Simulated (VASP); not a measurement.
A run of VASP 6.6.1 is set up as follows.

INCAR

```
  ALGO = Normal
  EDIFF = 1E-6
  ENCUT = 500
  GGA = PE
  GGA_COMPAT = F
  ISIF = 2
  ISMEAR = 0
  LASPH = T
  LCHARG = F
  LREAL = F
  LWAVE = F
  NBANDS = 19
  NELM = 120
  PREC = Accurate
  SIGMA = 0.01
```

File KPOINTS:

```
k-points
0
Gamma
  6 6 6
```

POSCAR

```
K2S
1.0
    0.0000000000      3.7675696502      3.7675696502
    3.7675696502      0.0000000000      3.7675696502
    3.7675696502      3.7675696502      0.0000000000
K S
2 1
Direct
    0.2500000000      0.2500000000      0.2500000000
    0.7500000000      0.7500000000      0.7500000000
    0.0000000000      0.0000000000      0.0000000000
```

Potentials or basis: VASP PAW PBE potentials, release 64 (K_sv, S).

Command:

```console
$ cat potpaw_PBE.64/K_sv/POTCAR potpaw_PBE.64/S/POTCAR > POTCAR
$ mpirun -np 1 vasp_std > vasp.out
```

Estimate the pressure.

-0.5 GPa.

Estimate the band gap on the k mesh.

2.25 eV, indirect (least direct gap 2.40 eV).

 A k mesh can miss the band edges.
